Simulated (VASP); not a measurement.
# LiAl32O48 (a cell with a defect) in VASP: further runs

Runs on LiAl32O48 (a cell with a defect). Level: PBE. Tasks: single point.

Program: VASP 6.6.1. These are calculated values, not measurements. Logs are shortened: lines on timing, memory, paths and dates and some standing lists are left out, and cuts for length are marked.

## (1) The cell of the first run

The cell holds a defect, 81 atoms: a = 10.361 Å, b = 10.361 Å, c = 10.361 Å, α = 55.29°, β = 55.29°, γ = 55.29°.

## (2) Single point, PBE

The input, INCAR:

```
SYSTEM = LiAl32O48
PREC = Accurate ; ENCUT = 520
EDIFF = 1E-6 ; ISMEAR = -1
SIGMA = 0.01 ; LREAL = Auto
LASPH = .TRUE. ; NELM = 100
ALGO = Normal ; ISIF = 2
LWAVE = .FALSE. ; LCHARG = .TRUE.
GGA = PE ; LELF = .TRUE.
LVHAR = .TRUE. ; NELECT = 386.0
NBANDS = 240
```

The input, KPOINTS:

```
regular mesh
0
G
  1 1 1
  0 0 0
```

The input, POSCAR:

```
LiAl32O48
1.0
    4.8078835200      2.7758328500      8.7484141900
   -4.8078835200      2.7758328500      8.7484141900
    0.0000000000     -5.5516656900      8.7484141900
Al O Li
32 48 1
Direct
    0.3127278616      0.3202985525      0.3403365081
    0.4265922741      0.4276237051      0.4267176571
    0.0734226823      0.0734688565      0.0764165896
    0.1755869071      0.1778153305      0.1757918425
    0.3191280321      0.3210829464      0.8201588351
    0.4178544831      0.4271583690      0.9063559866
    0.0722462783      0.0749039966      0.5746497980
    0.1726093059      0.1734410648      0.6833424775
    0.3235320004      0.8265369068      0.3238565059
    0.4249106015      0.9303282119      0.4250588111
    0.0724308557      0.5749773484      0.0744743980
    0.1742539032      0.6776727131      0.1769933462
    0.3235473614      0.8237094369      0.8238768981
    0.4252237544      0.9260915458      0.9271191186
    0.0725444052      0.5741630467      0.5749481268
    0.1744520296      0.6793954189      0.6734405502
    0.8239260970      0.3245448224      0.3234240687
    0.9237278384      0.4270473364      0.4264527505
    0.5733964557      0.0771693757      0.0713079692
    0.6841892103      0.1648091152      0.1851257801
    0.8235586534      0.3242659833      0.8222221199
    0.9250286538      0.4264086290      0.9263527906
    0.5725215786      0.0732979618      0.5768495933
    0.6765941579      0.1765283826      0.6745194653
    0.8250817082      0.8207049382      0.3265875034
    0.9260896891      0.9261069524      0.4280315881
    0.5790284067      0.5809779132      0.0769543184
    0.6772552492      0.6805178075      0.1764067053
    0.8243358119      0.8255658750      0.8232093856
    0.9257837592      0.9264838593      0.9270223731
    0.5742680778      0.5786539994      0.5684670424
    0.6752796695      0.6763818176      0.6766650890
    0.2218370705      0.0317230638      0.3740217200
    0.4712417380      0.1306787869      0.2777819941
    0.0279965771      0.3760699015      0.2213580705
    0.3742150807      0.2236126385      0.0233176543
    0.1186277987      0.2786404106      0.4777000802
    0.2788482559      0.4680943132      0.1254466244
    0.2215826418      0.0256450747      0.8787468643
    0.4712601390      0.1243226574      0.7776844883
    0.0255735111      0.3753122253      0.7241197544
    0.3716386620      0.2220435237      0.5323396037
    0.1230251662      0.2780420248      0.9720044011
    0.2757439837      0.4733773074      0.6238148479
    0.2219804213      0.5272958463      0.3751603201
    0.4722989606      0.6266706289      0.2789312207
    0.0273108695      0.8750121465      0.2233956327
    0.3776921233      0.7155295508      0.0311001499
    0.1250432991      0.7792885584      0.4715154376
    0.2783232389      0.9722628874      0.1252840301
    0.2168483152      0.5301589421      0.8732822823
    0.4688297381      0.6234624360      0.7798602691
    0.0279278150      0.8761929576      0.7215431124
    0.3740026149      0.7247099465      0.5268152990
    0.1253497740      0.7776376231      0.9728044485
    0.2773034836      0.9736125739      0.6255644844
    0.7224331346      0.0243646423      0.3807746935
    0.9714861930      0.1254993917      0.2785102181
    0.5341824962      0.3726257537      0.2242946889
    0.8737224671      0.2213780442      0.0297011712
    0.6249264390      0.2783005291      0.4711876102
    0.7793628176      0.4741411970      0.1240907972
    0.7215720124      0.0295970537      0.8741210369
    0.9707871202      0.1244947790      0.7808145731
    0.5255363339      0.3791114055      0.7131108272
    0.8737453214      0.2235323978      0.5279400278
    0.6225569446      0.2807081887      0.9625644496
    0.7761231936      0.4742277766      0.6244728143
    0.7223833281      0.5303909480      0.3731478271
    0.9724198195      0.6245590627      0.2783505939
    0.5277939311      0.8788868794      0.2210595651
    0.8749074209      0.7243781918      0.0279254099
    0.6236016617      0.7801568271      0.4718698987
    0.7772303085      0.9733931307      0.1267985304
    0.7155830119      0.5271229554      0.8799433034
    0.9696029427      0.6261229076      0.7782579997
    0.5269943172      0.8737660293      0.7239833609
    0.8747471799      0.7204907390      0.5296482143
    0.6246946116      0.7805022548      0.9723524297
    0.7775966478      0.9724227072      0.6258974167
    0.4914168848      0.4297546172      0.0587468940
```

Potentials or basis: VASP PAW PBE potentials, release 64 (Al, O, Li_sv).

Command:

```bash
$ cat potpaw_PBE.64/Al/POTCAR potpaw_PBE.64/O/POTCAR potpaw_PBE.64/Li_sv/POTCAR > POTCAR
$ mpirun -np 1 vasp_gam > vasp.out
```

OUTCAR:

```text
SYSTEM = LiAl32O48
   PREC = Accurate
   ENCUT = 520
   EDIFF = 1E-6
   ISMEAR = -1
   LREAL = Auto
   LASPH = .TRUE.
   NELM = 100
   ISIF = 2
   GGA = PE
   NELECT = 386.0

 ion  position               nearest neighbor table
   1  0.313  0.320  0.340-  37 1.81  34 1.88  42 1.93  45 1.95  38 1.95  59 2.13  81 2.39   2 2.69
                             8 2.75  12 2.87  20 2.97  18 3.20  10 3.20
   2  0.427  0.428  0.427-  44 1.86  61 1.86  46 1.87  59 1.99  45 2.00  42 2.02   1 2.69  27 2.82
                            15 2.83  23 2.84   5 3.19  17 3.24   9 3.26
   3  0.073  0.073  0.076-  47 1.87  39 1.87  60 1.88  58 1.98  43 1.98  50 1.99   4 2.68  26 2.81
                            14 2.82  22 2.83  20 3.18   8 3.22  12 3.24
   4  0.176  0.178  0.176-  35 1.87  33 1.87  36 1.87  58 2.00  50 2.00  43 2.00   3 2.68   9 2.81
                            17 2.81   5 2.84  11 3.24  19 3.25   7 3.26
   5  0.319  0.321  0.820-  43 1.84  40 1.85  44 1.85  36 2.02  65 2.04  51 2.05   6 2.55   4 2.84
                            24 2.85  16 2.86   2 3.19  22 3.20  14 3.21
   6  0.418  0.427  0.906-  51 1.86  65 1.86  52 1.88  36 1.92  67 1.97  38 2.02  81 2.13   5 2.55
                            31 2.74  11 2.81  19 2.84  13 3.31  16 3.36
   7  0.072  0.075  0.575-  53 1.87  66 1.87  33 1.88  37 1.97  56 2.00  64 2.00   8 2.69  30 2.82
                            18 2.82  10 2.82  16 3.24  24 3.24   4 3.26
   8  0.173  0.173  0.683-  39 1.86  41 1.88  42 1.89  64 1.97  56 1.98  37 2.01   7 2.69   1 2.75
                            21 2.79  13 2.80   3 3.22  23 3.27  15 3.27
   9  0.324  0.827  0.324-  50 1.87  49 1.88  46 1.88  54 1.98  33 2.00  71 2.00  10 2.68  16 2.80
                             4 2.81  28 2.83  14 3.25  26 3.25   2 3.26
  10  0.425  0.930  0.425-  56 1.88  73 1.88  34 1.89  33 1.98  71 1.99  54 2.00   9 2.68  31 2.81
                             7 2.82  19 2.83   1 3.20  13 3.25  25 3.27
  11  0.072  0.575  0.074-  72 1.87  35 1.87  51 1.89  70 1.98  55 1.99  38 2.00  12 2.69   6 2.81
                            30 2.81  18 2.82  28 3.22   4 3.24  16 3.28
  12  0.174  0.678  0.177-  47 1.86  48 1.88  45 1.88  70 1.98  55 1.98  38 2.04  11 2.69  25 2.80
                            13 2.83   1 2.87  81 2.88   3 3.24  15 3.25  27 3.33
  13  0.324  0.824  0.824-  55 1.87  56 1.87  52 1.88  77 1.98  39 1.99  48 2.02  14 2.69   8 2.80
                            32 2.82  12 2.83  30 3.25  10 3.25   6 3.31
  14  0.425  0.926  0.927-  50 1.87  40 1.87  79 1.87  39 1.98  77 1.99  48 2.03  13 2.69  27 2.78
                            23 2.80   3 2.82   5 3.21   9 3.25  29 3.26
  15  0.073  0.574  0.575-  78 1.86  41 1.88  45 1.89  44 1.97  76 1.99  49 2.01  16 2.67  22 2.81
                            26 2.82   2 2.83  32 3.25  12 3.25   8 3.27
  16  0.174  0.679  0.673-  53 1.87  51 1.87  54 1.88  49 1.96  44 2.00  76 2.00  15 2.67   9 2.80
                            29 2.81   5 2.86   7 3.24  31 3.27  11 3.28   6 3.36
  17  0.824  0.325  0.323-  58 1.87  62 1.87  61 1.88  66 1.99  35 1.99  69 2.00  18 2.67  24 2.81
                             4 2.81  28 2.84   2 3.24  22 3.25  26 3.25
  18  0.924  0.427  0.426-  37 1.87  68 1.87  70 1.87  69 1.97  66 1.98  35 1.99  17 2.67  31 2.80
                            11 2.82   7 2.82   1 3.20  25 3.23  21 3.24
  19  0.573  0.077  0.071-  63 1.87  71 1.87  36 1.88  67 1.96  74 2.01  34 2.03  20 2.74  30 2.82
                            10 2.83   6 2.84  28 3.23  24 3.25   4 3.25
  20  0.684  0.165  0.185-  57 1.81  60 1.85  59 1.92  74 1.94  34 2.00  67 2.19  81 2.43  19 2.74
                            25 2.75  21 2.90   1 2.97   3 3.18  23 3.20
  21  0.824  0.324  0.822-  64 1.86  68 1.87  67 1.88  41 1.98  75 2.00  60 2.01  22 2.69   8 2.79
                            32 2.82  81 2.86  20 2.90  18 3.24  30 3.25
  22  0.925  0.426  0.926-  43 1.87  62 1.87  76 1.87  41 1.98  60 2.00  75 2.02  21 2.69  27 2.79
                            15 2.81   3 2.83   5 3.20  17 3.25  29 3.26
  23  0.573  0.073  0.577-  57 1.87  77 1.88  42 1.88  40 1.96  80 1.99  61 2.00  24 2.67  14 2.80
                            26 2.83   2 2.84  20 3.20  32 3.25   8 3.27
  24  0.677  0.177  0.675-  66 1.86  63 1.88  65 1.88  80 1.98  61 1.99  40 2.01  23 2.67  17 2.81
                            29 2.81   5 2.85   7 3.24  19 3.25  31 3.28
  25  0.825  0.821  0.327-  70 1.86  73 1.87  74 1.89  78 1.98  47 1.99  57 2.00  26 2.69  20 2.75
[... 51 lines left out ...]
  69  0.722  0.530  0.373-  28 1.85  31 1.86  18 1.97  17 2.00
  70  0.972  0.625  0.278-  25 1.86  18 1.87  12 1.98  11 1.98
  71  0.528  0.879  0.221-  28 1.87  19 1.87  10 1.99   9 2.00
  72  0.875  0.724  0.028-  28 1.86  11 1.87  30 1.97  29 2.00
  73  0.624  0.780  0.472-  25 1.87  10 1.88  31 1.97  32 2.00
  74  0.777  0.973  0.127-  30 1.89  25 1.89  20 1.94  19 2.01
  75  0.716  0.527  0.880-  32 1.89  27 1.89  21 2.00  22 2.02
  76  0.970  0.626  0.778-  29 1.87  22 1.87  15 1.99  16 2.00
  77  0.527  0.874  0.724-  32 1.87  23 1.88  13 1.98  14 1.99
[... 271 lines left out ...]
   LNONCOLLINEAR =      F non collinear calculations
   LSORBIT =      F    spin-orbit coupling
   LASPH  =      T    aspherical Exc in radial PAW
   ENCUT  =  520.0 eV  38.22 Ry    6.18 a.u.  19.27 19.27 19.27*2*pi/ulx,y,z
   NELM   =    100;   NELMIN=  2; NELMDL= -5     # of ELM steps
   EDIFF  = 0.1E-05   stopping-criterion for ELM
   LREAL  =      T    real-space projection
   EDIFFG = 0.1E-04   stopping-criterion for IOM
   NSW    =      0    number of steps for IOM
   IBRION =     -1    ionic relax: 0-MD 1-quasi-New 2-CG
   NFREE  =      0    steps in history (QN), initial steepest desc. (CG)
   ISIF   =      2    stress and relaxation
   ISYM   =      2    0-nonsym 1-usesym 2-fastsym
   POTIM  = 0.5000    time-step for ionic-motion
   TEBEG  =    0.0;   TEEND  =   0.0 temperature during run
   PSTRESS=    0.0 pullay stress
   NELECT =     386.0000    total number of electrons
   NUPDOWN=      -1.0000    fix difference up-down
   EMIN   =  10.00;   EMAX   =-10.00  energy-range for DOS
   EFERMI =   0.00;   METHOD = LEGACY
   ISMEAR =    -1;   SIGMA  =   0.01  broadening in eV -4-tet -1-fermi 0-gaus
   EFERMI_NEDOS =   21; number of points for ismear=-14 and -15
   IALGO  =     38    algorithm
   IMIX   =      4    mixing-type and parameters
     AMIX     =   0.40;   BMIX     =  1.00
     AMIX_MAG =   1.60;   BMIX_MAG =  1.00
  volume/ion in A,a.u.               =       8.65        58.36
  Fermi-wavevector in a.u.,A,eV,Ry     =   1.342130  2.536258 24.508358  1.801314
  Thomas-Fermi vector in A             =   2.470309
   LORBIT       =      0    0 simple, 1 ext, 2 COOP (PROOUT), +10 PAW based schemes
   GGA     = PE    functional components
   LHFCALC =     F    Hartree Fock is set to
   AEXX    =    0.0000 exact exchange contribution
   IVDW    =     0    specifies the selected vdW correction
   LEPSILON=     F    determine dielectric tensor
   LRPA    =     F    only Hartree local field effects (RPA)
 non-spin polarized calculation
  energy-cutoff  :      520.00
  volume of cell :      700.53
 maximum number of plane-waves:      9404
 NGX is ok and might be reduce to    80
   NGX = 39   NGY = 39   NGZ = 39

 number of electron     386.0000014 magnetization

 Free energy of the ion-electron system (eV)
  ---------------------------------------------------
  ext. energy  EPLUGINS =         0.00000000
  ---------------------------------------------------
  free energy    TOTEN  =      -607.95468421 eV

  energy without entropy =     -607.95468421  energy(sigma->0) =     -607.95468421

 E-fermi :   6.2624     XC(G=0): -11.5576

 val. band max:        5.8881190819   @ k =   0.0000   0.0000   0.0000
 cond. band min:      11.7278301386   @ k =   0.0000   0.0000   0.0000
 fundamental gap:      5.8397110567
 Fermi energy:         6.2624422039

 k-point     1 :       0.0000    0.0000    0.0000
  band No.  band energies     occupation
      1     -37.0574      2.00000
      2     -13.1388      2.00000
      3     -12.2390      2.00000
      4     -12.1953      2.00000
      5     -12.1179      2.00000
      6     -12.0750      2.00000
[... 197 lines left out ...]
    204      15.0804      0.00000
    205      15.1157      0.00000
 [bands above 205 left out]

------------------------ aborting loop because EDIFF is reached ----------------------------------------

  FORCE on cell =-STRESS in cart. coord.  units (eV):
  Direction    XX          YY          ZZ          XY          YZ          ZX
  --------------------------------------------------------------------------------------
  -------------------------------------------------------------------------------------
  Total       -7.1988668     -5.2087466     -0.5534087     -0.2006051     -1.8936732      1.4974962
  in kB      -16.4644371    -11.9128583     -1.2656940     -0.4588014     -4.3309961      3.4249045
  external PRESSURE =      -9.8809964 kB  Pullay stress =       0.0000000 kB

 VOLUME and BASIS-vectors are now :
 -----------------------------------------------------------------------------
  energy-cutoff  :      520.00
  volume of cell :      700.53
      direct lattice vectors                 reciprocal lattice vectors
     4.807883520  2.775832850  8.748414190     0.103995864  0.060042040  0.038102144
    -4.807883520  2.775832850  8.748414190    -0.103995864  0.060042040  0.038102144
     0.000000000 -5.551665690  8.748414190     0.000000000 -0.120084080  0.038102144

 POSITION                                       TOTAL-FORCE (eV/Angst)
 -----------------------------------------------------------------------------------
     -0.03640     -0.13226      8.51538         0.152286      0.220874     -0.162298
     -0.00496      0.00217     11.20614         0.017786     -0.025953     -0.049162
     -0.00022     -0.01649      1.95359        -0.015016     -0.009778     -0.052203
     -0.01071      0.00505      4.62961        -0.004127     -0.023907     -0.034702
     -0.00940     -2.77613     12.77592         0.008219      0.001740     -0.064597
     -0.04473     -2.68617     15.32170         0.068382     -0.196037     -0.118440
[... 73 lines left out ...]
     -0.93670      1.38299     20.78550         0.009419     -0.012876     -0.009384
      0.29647      2.23087      8.57273        -0.809781      1.480126      0.985472
 -----------------------------------------------------------------------------------
    total drift:                               -0.020394     -0.007188      0.022219

  FREE ENERGIE OF THE ION-ELECTRON SYSTEM (eV)
  ---------------------------------------------------
  free  energy   TOTEN  =      -607.9546842120 eV

  energy  without entropy=     -607.9546842120  energy(sigma->0) =     -607.95468421
```

Run time: 6.1 min. Hardware: 1 thread of AMD EPYC 7R13 (Zen 3), shared host; peak memory 0.92 GiB.

What came out:

```
Free energy   : -607.9547 eV
Largest force : 1.954 eV/Å
```

Forces in eV/Å, atoms in the order of the input:
```
Al   0.152  0.221 -0.162
Al   0.018 -0.026 -0.049
Al  -0.015 -0.010 -0.052
Al  -0.004 -0.024 -0.035
Al   0.008  0.002 -0.065
Al   0.068 -0.196 -0.118
Al   0.009  0.000 -0.019
Al   0.008  0.073 -0.015
Al  -0.006 -0.012 -0.009
Al   0.026 -0.022 -0.008
Al   0.008 -0.013 -0.017
Al  -0.015 -0.050  0.013
Al   0.006 -0.009 -0.041
Al  -0.013  0.005 -0.005
Al   0.017  0.012 -0.040
Al   0.002 -0.017 -0.010
Al  -0.001 -0.022  0.001
Al   0.026 -0.011  0.023
Al  -0.043 -0.047  0.036
Al  -0.133 -0.024 -0.127
Al   0.048 -0.044 -0.027
Al   0.009 -0.013 -0.003
Al   0.008  0.007 -0.037
Al   0.007 -0.013 -0.004
Al  -0.025 -0.002 -0.011
Al  -0.009 -0.003 -0.005
Al  -0.012  0.010  0.247
Al  -0.006 -0.025  0.106
Al   0.000 -0.005  0.002
Al  -0.013 -0.020  0.006
Al   0.014 -0.073 -0.011
Al   0.014 -0.012  0.000
O    0.004 -0.017 -0.027
O    0.091 -0.056 -0.074
O    0.005 -0.002 -0.005
O    0.020 -0.037 -0.084
O    0.042  0.046 -0.007
O    0.102 -0.017 -0.054
O    0.016 -0.009 -0.027
O    0.005 -0.005 -0.043
O   -0.007 -0.017 -0.015
O    0.033  0.041 -0.041
O    0.003 -0.015 -0.039
O    0.002 -0.011 -0.028
O    0.030  0.007 -0.039
O    0.007 -0.022  0.031
O    0.012 -0.014 -0.003
O    0.091 -0.051 -0.032
O    0.001 -0.012 -0.016
O    0.014 -0.019 -0.032
O   -0.005 -0.029 -0.038
O    0.062 -0.130 -0.012
O    0.001 -0.014 -0.011
O    0.010 -0.030 -0.002
O    0.030 -0.027 -0.004
O    0.024 -0.016 -0.022
O   -0.009  0.012 -0.031
O   -0.004 -0.009 -0.006
O    0.035 -0.068  0.110
O   -0.019 -0.030 -0.040
O   -0.003 -0.006  0.002
O    0.004  0.007  0.038
O   -0.028 -0.020  0.016
O    0.005 -0.002 -0.015
O    0.027 -0.043 -0.012
O    0.007 -0.015 -0.004
O   -0.006 -0.147  0.069
O    0.017 -0.050  0.004
O    0.002 -0.025  0.023
O    0.021 -0.008 -0.006
O    0.004 -0.017 -0.001
O    0.001 -0.008  0.004
O    0.023 -0.055 -0.003
O    0.026 -0.009 -0.017
O   -0.041 -0.092 -0.024
O   -0.011 -0.019 -0.025
O    0.018 -0.030 -0.019
O    0.009 -0.022 -0.011
O   -0.023  0.006  0.028
O    0.009 -0.013 -0.009
Li  -0.810  1.480  0.985
```

Caveat: the k points lie up to 0.79 Å⁻¹ apart; the cell carries a net charge on a neutralising background, which shifts energy and pressure; the cell is charged against a uniform background, so pressure and absolute levels hang on convention; the cutoff is under 1.25 times the usual one of these potentials, so pressure, stress and relaxed cells hold a basis-set (Pulay) error.

(Part 1 of 2 ends here.)
